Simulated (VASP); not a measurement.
Set up this calculation in VASP 6.6.1, as the native input.

```yaml
Task: single point
Functional: PBE
Potentials_or_basis: VASP PAW PBE potentials, release 64 (Mg, Sn_d)
Cutoff: 600 eV
k_mesh: 12 × 12 × 12
Occupations: gaussian, width 0.1 eV
Spin: no spin polarisation
Dipole_correction: no
Further_INCAR_settings: ALGO = Normal; EDIFF = 1e-06; NBANDS = 16
```

The structure of Mg2Sn lies in POSCAR:

```
Mg2Sn
1.0
    0.0000000000      3.4084018729      3.4084018729
    3.4084018729      0.0000000000      3.4084018729
    3.4084018729      3.4084018729      0.0000000000
Mg Sn
2 1
Direct
    0.2500000000      0.2500000000      0.2500000000
    0.7500000000      0.7500000000      0.7500000000
    0.0000000000      0.0000000000      0.0000000000
```

The input as run:

INCAR

```
SYSTEM = Mg2Sn
ALGO     = Normal         ! electronic algorithm
EDIFF    = 1E-6           ! SCF threshold, eV
ENCUT    = 600            ! plane-wave cutoff, eV
GGA      = PE             ! functional
GGA_COMPAT= .FALSE.      
ISIF     = 2              ! what is computed and relaxed
ISMEAR   = 0              ! smearing method
LASPH    = .TRUE.         ! aspherical terms in the spheres
LCHARG   = .TRUE.         ! write CHGCAR
LELF     = .TRUE.         ! ELF
LREAL    = .FALSE.        ! projectors in reciprocal space
LVHAR    = .TRUE.       
LWAVE    = .FALSE.        ! write WAVECAR
NBANDS   = 16             ! bands
NELM     = 120            ! most SCF steps
PREC     = Accurate       ! precision mode
SIGMA    = 0.1            ! smearing width, eV
```

KPOINTS

```
k-points
0
G
  12 12 12
  0 0 0
```

Potentials or basis: VASP PAW PBE potentials, release 64 (Mg, Sn_d).

Run with:

```bash
$ cat potpaw_PBE.64/Mg/POTCAR potpaw_PBE.64/Sn_d/POTCAR > POTCAR
$ mpirun -np 1 vasp_std > vasp.out
```

Results of the run:

The pressure is 0.0 GPa and the band gap on the k mesh is zero (bands 9 and 10 overlap by 0.20 eV).

Caveat: spin-orbit coupling is left out, which moves the levels of the heavy elements.

It took 3.8 min on 1 thread of Oxide Virtual Turin-like Processor, with other jobs on the host, peak memory 0.27 GiB.
